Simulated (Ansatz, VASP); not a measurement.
**One calculation of MnS, two programs**

```
CELL_PARAMETERS angstrom
0.00000 2.54760 2.54760
2.54760 0.00000 2.54760
2.54760 2.54760 0.00000
ATOMIC_POSITIONS crystal
Mn 0.00000 0.00000 0.00000
S 0.50000 0.50000 0.50000
```

Alike in both runs: functional PBE; k mesh 14 × 14 × 14; occupations gaussian, width 0.1 eV; collinear spin.

Ansatz relaxed the structure, and its values are those at the end. VASP's run is a single point on that final structure, the one shown.

```csv
,VASP,Ansatz
version,VASP 6.6.1,Ansatz 0.2.0
potentials or method,"VASP PAW PBE potentials, release 64 (Mn_pv, S), cutoff 520 eV","scalar-relativistic, plane waves, PAW"
valence electrons in the cell,19,21
```

```csv
,VASP,Ansatz,Ansatz less VASP
gap on the k mesh at the Fermi level (eV),none,none,-
pressure (GPa),0.0,0.0,-0.03
net moment per atom (μB),2.24,2.24,-0.001
size of the moment on the site where the two differ most (μB),4.09,4.02,-0.077
```

Site moments also hang on the region over which each program counts them. A gap of «none» marks a metal or a gap that the smearing closes. VASP's potentials hold 19 valence electrons a cell and Ansatz's 21, so a difference there can come from the potentials and not from the codes.
